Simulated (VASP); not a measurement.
# In: single point with PBEsol

The system is In.

```
In
1.0
    -1.59992    1.59992    2.55574
     1.59992   -1.59992    2.55574
     1.59992    1.59992   -2.55574
In
1
Cartesian
  0.0000 0.0000 0.0000
```

This cell differs from its parent crystal: ratio of the length along z to the lengths across it x 1.05, volume and fractional coordinates fixed.

```yaml
Program: VASP 6.6.1
Task: single point
Functional: PBEsol
Potentials_or_basis: VASP PAW PBE potentials, release 64 (In_d)
Cutoff: 520 eV
k_mesh: 22 × 22 × 22
Occupations: gaussian, width 0.15 eV
Spin: no spin polarisation
```

| Property | Result |
| --- | --- |
| Pressure | -0.9 GPa |
| Band gap on the k mesh | zero (an odd number of electrons rules out a gap without spin polarisation) |

Stress tensor (GPa, compression positive):
```
-0.71  0.00  0.00
 0.00 -0.71  0.00
 0.00  0.00 -1.28
```

Levels at points of the mesh, in eV from the Fermi level:
| k point | band 4 | band 5 | band 6 | band 7 | band 8 | band 9 |
| --- | --- | --- | --- | --- | --- | --- |
| (0.00, 0.00, 0.00) | -14.44 | -14.26 | -9.53 | 10.56 | 10.56 | 10.75 |
| (0.50, 0.00, 0.00) | -14.22 | -14.16 | -4.27 | -3.34 | 6.89 | 9.69 |
| (0.50, 0.50, 0.00) | -14.21 | -14.07 | -1.76 | -1.34 | 3.23 | 3.96 |
| (0.50, 0.50, 0.50) | -14.17 | -14.17 | -3.46 | -2.91 | 5.22 | 5.22 |

It took 8.7 min on 1 thread of Intel Xeon 8259CL (shared host), peak memory 0.36 GiB.

Caveat: the PAW data sets were made with another functional, which shifts forces and pressure a little; spin-orbit coupling is left out, which moves the levels of the heavy elements.
